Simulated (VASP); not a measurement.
# TaC5 (I4/mmm) in VASP: a series of runs

The runs below take TaC5 through single point, relaxation of cell and atoms, with PBE.

Program: VASP 6.6.1. These are calculated values, not measurements. Logs are shortened: lines on timing, memory, paths and dates and some standing lists are left out, and cuts for length are marked.

## (1) The cell of the first run

Symmetry: I4/mmm, No. 139, tetragonal system. Conventional cell: a = 4.540 Å, b = 4.540 Å, c = 5.328 Å, α = 90.00°, β = 90.00°, γ = 90.00°. Ta (site symmetry 4/mmm) has 22 C at 2.37 to 3.21 Å within 3.3 Å. C (site symmetry 2mm) has 2 C at 1.33 to 1.34 Å within 1.8 Å. C (site symmetry 4/mmm) has 16 C at 2.37 to 3.02 Å and 6 Ta at 2.66 to 3.21 Å within 3.3 Å.

The cell was generated, and may not be a known phase.

## (2) Single point, PBE

INCAR

```
PREC = Accurate ; ENCUT = 520
EDIFF = 1E-6 ; ISMEAR = 0
SIGMA = 0.1 ; LREAL = F
LASPH = T ; NELM = 100
ALGO = Normal ; ISIF = 2
LWAVE = F ; LCHARG = F
GGA = PE ; NBANDS = 24
```

KPOINTS

```
regular mesh
0
Gamma
  12 12 12
```

POSCAR

```
TaC5
1.0
   -2.2700748928      2.2700748928      2.6640939737
    2.2700748928     -2.2700748928      2.6640939737
    2.2700748928      2.2700748928     -2.6640939737
Ta C
1 5
Direct
    0.5000000000      0.5000000000      0.0000000000
    0.6255207275      0.1255207275      0.5000000000
    0.1255207275      0.6255207275      0.5000000000
    0.3744792725      0.8744792725      0.5000000000
    0.8744792725      0.3744792725      0.5000000000
    0.0000000000      0.0000000000      0.0000000000
```

Potentials or basis: VASP PAW PBE potentials, release 64 (Ta_pv, C).

Started as:

```
$ cat potpaw_PBE.64/Ta_pv/POTCAR potpaw_PBE.64/C/POTCAR > POTCAR
$ mpirun -np 1 vasp_std > vasp.out
```

OUTCAR:

```text
PREC = Accurate
   ENCUT = 520
   EDIFF = 1E-6
   ISMEAR = 0
   LREAL = F
   LASPH = T
   NELM = 100
   ISIF = 2
   GGA = PE

 ion  position               nearest neighbor table
   1  0.500  0.500  0.000-   4 2.37   5 2.37   2 2.37   3 2.37   3 2.37   2 2.37   4 2.37   5 2.37
                             6 2.66   6 2.66
   2  0.626  0.126  0.500-   5 1.33   4 1.34   1 2.37   1 2.37
   3  0.126  0.626  0.500-   4 1.33   5 1.34   1 2.37   1 2.37
   4  0.374  0.874  0.500-   3 1.33   2 1.34   1 2.37   1 2.37
   5  0.874  0.374  0.500-   2 1.33   3 1.34   1 2.37   1 2.37
   6  0.000  0.000  0.000-   1 2.66   1 2.66

  LATTYP: Found a body centered tetragonal cell.
 ALAT       =     4.5401497856
 C/A-ratio  =     1.1735709611

  Lattice vectors:

 A1 = (  -2.2700748928,   2.2700748928,   2.6640939737)
 A2 = (   2.2700748928,  -2.2700748928,   2.6640939737)
 A3 = (   2.2700748928,   2.2700748928,  -2.6640939737)

Analysis of symmetry for initial positions (statically):
=====================================================================
 Subroutine PRICEL returns:
 Original cell was already a primitive cell.

 Routine SETGRP: Setting up the symmetry group for a
 body centered tetragonal supercell.

 Subroutine GETGRP returns: Found 16 space group operations
 (whereof 16 operations were pure point group operations)
 out of a pool of 16 trial point group operations.

The static configuration has the point symmetry D_4h.

Analysis of symmetry for dynamics (positions and initial velocities):
=====================================================================
 Subroutine PRICEL returns:
 Original cell was already a primitive cell.

 Routine SETGRP: Setting up the symmetry group for a
 body centered tetragonal supercell.

 Subroutine GETGRP returns: Found 16 space group operations
 (whereof 16 operations were pure point group operations)
 out of a pool of 16 trial point group operations.

The dynamic configuration has the point symmetry D_4h.

 Subroutine INISYM returns: Found 16 space group operations
 (whereof 16 operations are pure point group operations),
 and found     1 'primitive' translations

----------------------------------------------------------------------------------------

                                     Primitive cell

  volume of cell :      54.9149

  direct lattice vectors                    reciprocal lattice vectors
    -2.270074893  2.270074893  2.664093974     0.000000000  0.220257050  0.187681067
[... 91 lines left out ...]
   LASPH  =      T    aspherical Exc in radial PAW
   ENCUT  =  520.0 eV  38.22 Ry    6.18 a.u.   7.76  7.76  7.76*2*pi/ulx,y,z
   NELM   =    100;   NELMIN=  2; NELMDL= -5     # of ELM steps
   EDIFF  = 0.1E-05   stopping-criterion for ELM
   LREAL  =      F    real-space projection
[... 7 lines left out ...]
   TEBEG  =    0.0;   TEEND  =   0.0 temperature during run
   PSTRESS=    0.0 pullay stress
   NELECT =      31.0000    total number of electrons
   NUPDOWN=      -1.0000    fix difference up-down
   EMIN   =  10.00;   EMAX   =-10.00  energy-range for DOS
   EFERMI =   0.00;   METHOD = LEGACY
   ISMEAR =     0;   SIGMA  =   0.10  broadening in eV -4-tet -1-fermi 0-gaus
   EFERMI_NEDOS =   21; number of points for ismear=-14 and -15
   IALGO  =     38    algorithm
   IMIX   =      4    mixing-type and parameters
     AMIX     =   0.40;   BMIX     =  1.00
     AMIX_MAG =   1.60;   BMIX_MAG =  1.00
  volume/ion in A,a.u.               =       9.15        61.76
  Fermi-wavevector in a.u.,A,eV,Ry     =   1.353003  2.556805 24.907058  1.830617
  Thomas-Fermi vector in A             =   2.480295
   LORBIT       =      0    0 simple, 1 ext, 2 COOP (PROOUT), +10 PAW based schemes
   GGA     = PE    functional components
   LHFCALC =     F    Hartree Fock is set to
   AEXX    =    0.0000 exact exchange contribution
   IVDW    =     0    specifies the selected vdW correction
   LEPSILON=     F    determine dielectric tensor
   LRPA    =     F    only Hartree local field effects (RPA)
 non-spin polarized calculation
 Gauss-broadening in eV      SIGMA  =   0.10
  energy-cutoff  :      520.00
  volume of cell :       54.91
 maximum number of plane-waves:      1491
   NGX = 15   NGY = 15   NGZ = 15

 number of electron      30.9999996 magnetization

 Free energy of the ion-electron system (eV)
  ---------------------------------------------------
  ext. energy  EPLUGINS =         0.00000000
  ---------------------------------------------------
  free energy    TOTEN  =       -46.63067079 eV

  energy without entropy =      -46.62106469  energy(sigma->0) =      -46.62586774

 E-fermi :   7.4961     XC(G=0): -12.1790

 val. band max:        7.4890167383   @ k =   0.5000   0.5000   0.4167
 cond. band min:       7.5121237341   @ k =  -0.2500   0.3333   0.1667
 fundamental gap:      0.0231069958
 Fermi energy:         7.4961089453

 k-point     1 :       0.0000    0.0000    0.0000
  band No.  band energies     occupation
      1     -28.3235      2.00000
      2     -28.3235      2.00000
      3     -27.9280      2.00000
      4     -12.1161      2.00000
      5      -8.4110      2.00000
      6      -7.5519      2.00000
[... 637 lines left out ...]
     23      12.6032      0.00000
     24      13.6407      0.00000

 [... further k-points ...]

------------------------ aborting loop because EDIFF is reached ----------------------------------------

  FORCE on cell =-STRESS in cart. coord.  units (eV):
  Direction    XX          YY          ZZ          XY          YZ          ZX
  --------------------------------------------------------------------------------------
  -------------------------------------------------------------------------------------
  Total        0.0733165      0.0733165     -0.0065640      0.0000000      0.0000000      0.0000000
  in kB        2.1390586      2.1390586     -0.1915103      0.0000000      0.0000000      0.0000000
  external PRESSURE =       1.3622023 kB  Pullay stress =       0.0000000 kB

 VOLUME and BASIS-vectors are now :
 -----------------------------------------------------------------------------
  energy-cutoff  :      520.00
  volume of cell :       54.91
      direct lattice vectors                 reciprocal lattice vectors
    -2.270074893  2.270074893  2.664093974     0.000000000  0.220257050  0.187681067
     2.270074893 -2.270074893  2.664093974     0.220257050  0.000000000  0.187681067
     2.270074893  2.270074893 -2.664093974     0.220257050  0.220257050  0.000000000

 POSITION                                       TOTAL-FORCE (eV/Angst)
 -----------------------------------------------------------------------------------
      0.00000      0.00000      2.66409        -0.000000     -0.000000      0.000000
     -0.00000      2.27007      0.66880         0.000000     -0.000000      0.020702
      2.27007     -0.00000      0.66880        -0.000000      0.000000      0.020702
      2.27007      0.00000      1.99530        -0.000000      0.000000     -0.020702
      0.00000      2.27007      1.99530         0.000000     -0.000000     -0.020702
      0.00000      0.00000      0.00000        -0.000000     -0.000000      0.000000
 -----------------------------------------------------------------------------------
    total drift:                               -0.000000      0.000000     -0.000000

  FREE ENERGIE OF THE ION-ELECTRON SYSTEM (eV)
  ---------------------------------------------------
  free  energy   TOTEN  =       -46.6306707938 eV

  energy  without entropy=      -46.6210646856  energy(sigma->0) =      -46.62586774
```

stdout:

```text
POSCAR found type information on POSCAR TaC
 POSCAR found :  2 types and       6 ions
 scaLAPACK will be used
 LDA part: xc-table for (Slater+PW92), standard interpolation
 POSCAR, INCAR and KPOINTS ok, starting setup
 FFT: planning ... GRIDC
 FFT: planning ... GRID_SOFT
 FFT: planning ... GRID
 WAVECAR not read
 entering main loop
```

Run time: 2.5 min. Hardware: 1 thread of Intel Xeon Platinum 8259CL at 2.50GHz (Skylake/Cascade Lake), shared host; peak memory 0.31 GiB.

Results:

| Quantity | Value |
| --- | --- |
| Free energy | -46.6307 eV |
| Pressure | 0.1 GPa |
| Largest force | 0.021 eV/Å |
| Band gap on the k mesh | zero (an odd number of electrons rules out a gap without spin polarisation) |

Forces on the atoms (eV/Å):
```
Ta   0.000  0.000  0.000
C    0.000  0.000  0.021
C    0.000  0.000  0.021
C    0.000  0.000 -0.021
C    0.000  0.000 -0.021
C    0.000  0.000  0.000
```

Stress tensor (GPa, compression positive):
```
 0.21  0.00  0.00
 0.00  0.21  0.00
 0.00  0.00 -0.02
```

Caveat: spin-orbit coupling is left out, which moves the levels of the heavy elements.

## (3) Relaxation of cell and atoms, PBE

This run uses another cell than the first one, of 16.27 Å³/atom.

INCAR

```
  PREC = Accurate
  ENCUT = 600
  EDIFF = 1E-6
  ISMEAR = 0
  SIGMA = 0.1
  LREAL = False
  LASPH = True
  NELM = 60
  ALGO = Normal
  ISIF = 3
  LWAVE = False
  LCHARG = False
  GGA = PE
  IBRION = 2
  NSW = 90
  EDIFFG = -0.04
```

KPOINTS

```
regular mesh
0
Gamma
  6 6 6
```

POSCAR

```
TaC5
1.0
   -2.3864549200      2.3864549200      4.2849747800
    2.3864549200     -2.3864549200      4.2849747800
    2.3864549200      2.3864549200     -4.2849747800
Ta C
1 5
Direct
    0.5000000000      0.5000000000      0.0000000000
    0.6256838200      0.1256838200      0.5000000000
    0.1256838200      0.6256838200      0.5000000000
    0.3743161800      0.8743161800      0.5000000000
    0.8743161800      0.3743161800      0.5000000000
    0.0000000000      0.0000000000      0.0000000000
```

Potentials or basis: VASP PAW PBE potentials, release 64 (Ta_pv, C).

Started as:

```
$ cat potpaw_PBE.64/Ta_pv/POTCAR potpaw_PBE.64/C/POTCAR > POTCAR
$ mpirun -np 1 vasp_std > vasp.out
```

OUTCAR:

```text
PREC = Accurate
   ENCUT = 600
   EDIFF = 1E-6
   ISMEAR = 0
   LREAL = False
   LASPH = True
   NELM = 60
   ISIF = 3
   GGA = PE
   IBRION = 2
   NSW = 90
   EDIFFG = -0.04

 ion  position               nearest neighbor table
   1  0.500  0.500  0.000-   3 2.62   2 2.62   4 2.62   5 2.62   2 2.62   3 2.62   4 2.62   5 2.62

   2  0.626  0.126  0.500-   1 2.62   1 2.62
   3  0.126  0.626  0.500-   1 2.62   1 2.62
   4  0.374  0.874  0.500-   1 2.62   1 2.62
   5  0.874  0.374  0.500-   1 2.62   1 2.62
   6  0.000  0.000  0.000-

  LATTYP: Found a body centered tetragonal cell.
 ALAT       =     4.7729098400
 C/A-ratio  =     1.7955397959

  Lattice vectors:

 A1 = (  -2.3864549200,   2.3864549200,   4.2849747800)
 A2 = (   2.3864549200,  -2.3864549200,   4.2849747800)
 A3 = (   2.3864549200,   2.3864549200,  -4.2849747800)

[... 184 lines left out ...]
  energy without entropy =      -35.61145343  energy(sigma->0) =      -35.62358935

 E-fermi :   1.2928     XC(G=0):  -9.6177

 val. band max:        1.2849086667   @ k =   0.3333   0.1667   0.0000
 cond. band min:       1.3222871797   @ k =   0.1667   0.1667  -0.0000
 fundamental gap:      0.0373785131
 Fermi energy:         1.2928126646
[... 1179 lines left out ...]
     18      13.0211      0.00000
     19      13.1921      0.00000

 [... further k-points ...]

[... ionic steps 4 to 23 ...]

--------------------------------------- Ionic step       24  -------------------------------------------

 number of electron      31.0000000 magnetization

------------------------ aborting loop because EDIFF is reached ----------------------------------------
[... 75 lines left out ...]
--------------------------------------- Ionic step       26  -------------------------------------------

 number of electron      31.0000000 magnetization

 Free energy of the ion-electron system (eV)
  ---------------------------------------------------
  ext. energy  EPLUGINS =         0.00000000
  ---------------------------------------------------
  free energy    TOTEN  =       -46.65067027 eV

  energy without entropy =      -46.63572640  energy(sigma->0) =      -46.64319833

 E-fermi :   7.6618     XC(G=0): -12.2100

 val. band max:        7.6464571549   @ k =   0.1667   0.1667   0.1667
 cond. band min:       7.6629274393   @ k =   0.5000   0.3333   0.0000
 fundamental gap:      0.0164702844
 Fermi energy:         7.6618328402
[... 561 lines left out ...]
  FREE ENERGIE OF THE ION-ELECTRON SYSTEM (eV)
  ---------------------------------------------------
  free  energy   TOTEN  =       -46.6506702689 eV

  energy  without entropy=      -46.6357263986  energy(sigma->0) =      -46.64319833

 reached required accuracy - stopping structural energy minimisation
```

OSZICAR:

```text
N       E                     dE             d eps       ncg     rms          rms(c)
DAV:   1     0.166740730628E+03    0.16674E+03   -0.16275E+04  1140   0.162E+03
[... 281 lines left out ...]
       N       E                     dE             d eps       ncg     rms          rms(c)
DAV:   1    -0.466518794408E+02   -0.21783E-02   -0.47228E-02  1187   0.187E+00    0.216E-01
DAV:   2    -0.466515777974E+02    0.30164E-03   -0.11368E-02  1492   0.631E-01    0.206E-01
DAV:   3    -0.466507549540E+02    0.82284E-03   -0.37804E-03  1452   0.269E-01    0.615E-02
DAV:   4    -0.466506772101E+02    0.77744E-04   -0.20431E-04  1383   0.107E-01    0.265E-02
DAV:   5    -0.466506699139E+02    0.72963E-05   -0.49820E-05  1530   0.477E-02    0.102E-02
DAV:   6    -0.466506702689E+02   -0.35502E-06   -0.62833E-06  1467   0.162E-02
  26 F= -.46650670E+02 E0= -.46643198E+02  d E =-.969409E-03
```

It took 25 min on 1 thread of Intel Xeon Platinum 8259CL at 2.50GHz (Skylake/Cascade Lake), shared host; peak memory 0.41 GiB.

Results:

| Item | Value |
| --- | --- |
| Free energy | -46.6507 eV |
| Relaxed volume | 9.10 Å³/atom |
| Relaxed cell | a = 4.167 Å, b = 4.167 Å, c = 4.167 Å, α = 114.34°, β = 114.34°, γ = 100.12° |
| Space group after relaxing (to 0.1 Å) | I4/mmm (No. 139) |
| Pressure after relaxing | -0.2 GPa |
| Band gap on the k mesh | zero (an odd number of electrons rules out a gap without spin polarisation) |

Final structure:
```
Ta C
1.0
    -2.25929    2.25929    2.67554
     2.25929   -2.25929    2.67554
     2.25929    2.25929   -2.67554
Ta C
1 5
Direct
  0.50000 0.50000 0.00000
  0.62561 0.12561 0.50000
  0.12561 0.62561 0.50000
  0.37439 0.87439 0.50000
  0.87439 0.37439 0.50000
  0.00000 0.00000 0.00000
```

Caveat: the volume moved by over 15 % at a fixed basis, so the end points are rough; spin-orbit coupling is left out, which moves the levels of the heavy elements.

## (4) Relaxation of cell and atoms, PBE

This run uses another cell than the first one, of 9.11 Å³/atom.

INCAR

```
ALGO     = Normal         # electronic algorithm
EDIFF    = 1E-6           # SCF threshold, eV
EDIFFG   = -0.01          # ionic threshold
ENCUT    = 600            # plane-wave cutoff, eV
GGA      = PE             # functional
IBRION   = 2              # ionic algorithm
ISIF     = 3              # what is computed and relaxed
ISMEAR   = 0              # smearing method
LASPH    = T              # aspherical terms in the spheres
LCHARG   = F              # write CHGCAR
LREAL    = F              # projectors in reciprocal space
LWAVE    = F              # write WAVECAR
NELM     = 60             # most SCF steps
NSW      = 100            # ionic steps
PREC     = Accurate       # precision mode
SIGMA    = 0.1            # smearing width, eV
```

KPOINTS

```
k-points
0
Gamma
  12 12 12
```

POSCAR

```
TaC5
1.0
   -2.2589063304      2.2589063304      2.6769872930
    2.2589063304     -2.2589063304      2.6769872930
    2.2589063304      2.2589063304     -2.6769872930
Ta C
1 5
Direct
    0.5000000000      0.5000000000      0.0000000000
    0.6255929850      0.1255929850      0.5000000000
    0.1255929850      0.6255929850      0.5000000000
    0.3744070150      0.8744070150      0.5000000000
    0.8744070150      0.3744070150      0.5000000000
    0.0000000000      0.0000000000      0.0000000000
```

Started as:

```
$ cat potpaw_PBE.64/Ta_pv/POTCAR potpaw_PBE.64/C/POTCAR > POTCAR
$ mpirun -np 1 vasp_std > vasp.out
```

Wall time 11 min (1 thread of Intel Xeon Platinum 8259CL at 2.50GHz (Skylake/Cascade Lake), shared host); peak memory 0.35 GiB.

It converged, with:

- Free energy: -46.6379 eV
- Relaxed volume: 9.15 Å³/atom
- Relaxed cell: a = 4.172 Å, b = 4.172 Å, c = 4.172 Å, α = 114.04°, β = 114.04°, γ = 100.67°
- Space group after relaxing (to 0.1 Å): I4/mmm (No. 139)
- Energy gained by relaxing: 0.9 meV/atom
- Ionic steps: 7
- Pressure after relaxing: 0.0 GPa
- Band gap on the k mesh: zero (an odd number of electrons rules out a gap without spin polarisation)

Step by step:
| step | energy change (eV) | largest force (eV/Å) | pressure (GPa) | volume (Å³) |
| --- | --- | --- | --- | --- |
| 1 | 0.0000 | 0.0024 | -0.57 | 54.64 |
| 2 | 0.0019 | 0.0479 | 3.32 | 54.38 |
| 3 | -0.0037 | 0.0242 | 1.13 | 54.52 |
| 4 | -0.0052 | 0.1580 | 0.04 | 54.92 |
| 5 | -0.0052 | 0.1330 | 0.18 | 54.86 |
| 6 | -0.0027 | 0.4673 | -0.60 | 55.14 |
| 7 | -0.0055 | 0.0005 | 0.00 | 54.93 |

Final structure:
```xyz
6
Lattice="-2.2708 2.2708 2.6630 2.2708 -2.2708 2.6630 2.2708 2.2708 -2.6630" Properties=species:S:1:pos:R:3 pbc="T T T"
Ta    0.0000    0.0000    2.6630
C     0.0000    2.2708    0.6686
C     2.2708    0.0000    0.6686
C     2.2708    0.0000    1.9944
C     0.0000    2.2708    1.9944
C     0.0000    0.0000    0.0000
```

Levels at points of the mesh, in eV from the Fermi level:
```tsv
k point	band 13	band 14	band 15	band 16	band 17	band 18
(0.00, 0.00, 0.00)	-4.96	-4.96	-1.66	-1.64	1.62	1.71
(0.50, 0.00, 0.00)	-3.58	-1.64	-0.79	0.78	1.09	2.09
(0.50, 0.50, 0.00)	-2.81	-1.84	-0.79	-0.54	-0.41	0.10
(0.50, 0.50, 0.50)	-2.92	-2.92	-1.46	-0.25	1.96	2.15
```

Caveat: spin-orbit coupling is left out, which moves the levels of the heavy elements.

## (5) The runs side by side

```tsv
task	cell	k mesh	cutoff (eV)	gap on the mesh (eV)	pressure (GPa)	relaxed volume (Å³/atom)
single point	a = 4.172 Å, angles 114.1, 114.1, 100.6°, 6 atoms, atomic positions A	12 × 12 × 12	520	none	0.1	-
relaxation of cell and atoms	relaxed from a = 5.454 Å, angles 128.1, 128.1, 76.4°, 6 atoms, atomic positions B	6 × 6 × 6	600	none	-0.2	9.10
relaxation of cell and atoms	relaxed from a = 4.168 Å, angles 114.4, 114.4, 100.1°, 6 atoms, atomic positions A	12 × 12 × 12	600	none	0.0	9.15
```

Alike in all rows: level PBE; potentials or basis VASP PAW PBE potentials, release 64 (Ta_pv, C); no spin polarisation; smearing gaussian 0.1 eV.

Caveats: spin-orbit coupling is left out, which moves the levels of the heavy elements; the volume moved by over 15 % at a fixed basis, so the end points are rough (at least some runs).

Total energies depend on the potentials used, so only differences within one code and one set of settings carry meaning.

The gap in the log of VASP goes by the Fermi energy; the results here count the filled bands.